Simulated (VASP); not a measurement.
BN (Qingsongite):

```
B N
1.0
     0.00000    1.89849    1.89849
     1.89849    0.00000    1.89849
     1.89849    1.89849    0.00000
B N
1 1
Direct
  0.00000 0.00000 0.00000
  0.25000 0.25000 0.25000
```

This cell differs from its parent crystal: strain +5.2%.

Base run:

| Item | Value |
| --- | --- |
| Program | VASP 6.6.1 |
| Functional | PBE |
| Potentials or basis | VASP PAW PBE potentials, release 64 (B, N) |
| Cutoff | 520 eV |
| k mesh | 12 × 12 × 12 |
| Occupations | fermi-dirac, width 0.02 eV |
| Spin | no spin polarisation |

Its results: band gap on the k mesh 4.29 eV, indirect (least direct gap 8.06 eV); pressure -40.0 GPa.

Q: The run is repeated on the same cell with these changes: functional from PBE to r2SCAN; occupations from fermi-dirac, width 0.02 eV to gaussian, width 0.01 eV. What comes out?

A: Band gap on the k mesh 4.78 eV, indirect (least direct gap 8.64 eV); pressure -44.3 GPa.

Caveats: the PAW data sets were made with another functional, which shifts forces and pressure a little (some runs).

A k mesh can miss the band edges.
